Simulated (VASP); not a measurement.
Crystal: MoS2.

```xyz
3
Lattice="1.5876 0.9166 6.4733 -1.5876 0.9166 6.4733 0.0000 -1.8332 6.4733" Properties=species:S:1:pos:R:3 pbc="T T T"
Mo    0.0000    0.0000   -0.0001
S     0.0000    0.0000    8.0311
S     0.0000    0.0000    4.9156
```

This cell differs from its parent crystal: uniaxial z strain +4.5%.

Base run:

```yaml
Program: VASP 6.6.1
Functional: r2SCAN
Potentials_or_basis: VASP PAW PBE potentials, release 64 (Mo_sv, S)
Cutoff: 520 eV
k_mesh: 10 × 10 × 10
Occupations: gaussian, width 0.01 eV
Spin: no spin polarisation
```

Its results: band gap on the k mesh 1.32 eV (least direct gap 2.05 eV); pressure 0.4 GPa; largest force 0.048 eV/Å.

**Question.** The run is repeated on the same cell with these changes: functional from r2SCAN to PBE; occupations from gaussian, width 0.01 eV to fermi-dirac, width 0.02 eV. What comes out?

**Answer.** Band gap on the k mesh 1.21 eV (least direct gap 1.94 eV); pressure 1.5 GPa; largest force 0.094 eV/Å.

Caveats: the PAW data sets were made with another functional, which shifts forces and pressure a little (at least some runs).

A k mesh can miss the band edges.
